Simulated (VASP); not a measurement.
Set up this calculation in VASP 6.6.1, as the native input.

```
Task                   : relaxation of shape and atoms at fixed volume
Functional             : PBEsol
Dispersion             : D3(BJ)
Potentials or basis    : VASP PAW PBE potentials, release 64 (B, N)
Cutoff                 : 600 eV
k mesh                 : 12 × 12 × 12
Occupations            : gaussian, width 0.02 eV
Spin                   : no spin polarisation
Dipole correction      : no
Further INCAR settings : ALGO = Normal; EDIFF = 1e-06; IBRION = 2; EDIFFG = -0.01; NSW = 50; ISIF = 4
```

The structure of BN lies in POSCAR:

```
BN
1.0
    2.5134196465      0.0023727563     -0.2385611613
   -1.2472887701      2.1821320018      0.2382495295
   -0.9381379085     -0.9158621419      3.2764118734
B N
1 1
Direct
    0.9911986868      0.9914956842     -0.0059240054
    0.6569503132      0.3243883158      0.9927290054
```

This cell differs from its parent crystal: volume scaled by 1.03.

These files were run (other wordings do the same):

INCAR

```
SYSTEM = BN
PREC = Accurate
ENCUT = 600
EDIFF = 1E-6
ISMEAR = 0
SIGMA = 0.02
LREAL = .FALSE.
LASPH = .TRUE.
NELM = 80
ALGO = Normal
ISIF = 4
LWAVE = .FALSE.
LCHARG = .FALSE.
GGA = PS
IVDW = 12
IBRION = 2
NSW = 50
EDIFFG = -0.01
```

KPOINTS

```
Automatic mesh
0
G
  12 12 12
  0 0 0
```

Potentials or basis: VASP PAW PBE potentials, release 64 (B, N).

Launch:

```bash
$ cat potpaw_PBE.64/B/POTCAR potpaw_PBE.64/N/POTCAR > POTCAR
$ mpirun -np 1 vasp_std > vasp.out
```

Results of the run:

```json
{"Energy gained by relaxing": "4.7 meV/atom", "Ionic steps": "5", "Pressure after relaxing": "-1.1 GPa", "Largest force after relaxing": "0.009 eV/Å", "Band gap on the k mesh": "4.09 eV, indirect (least direct gap 4.63 eV)", "Dispersion energy per atom": "-0.102 eV"}
```

Caveat: the PAW data sets were made with another functional, which shifts forces and pressure a little.

Run time: 3.1 min on 1 thread of Intel(R) Xeon(R) Platinum 8375C CPU @ 2.90GHz (Ice Lake) (shared host), peak memory 0.28 GiB.
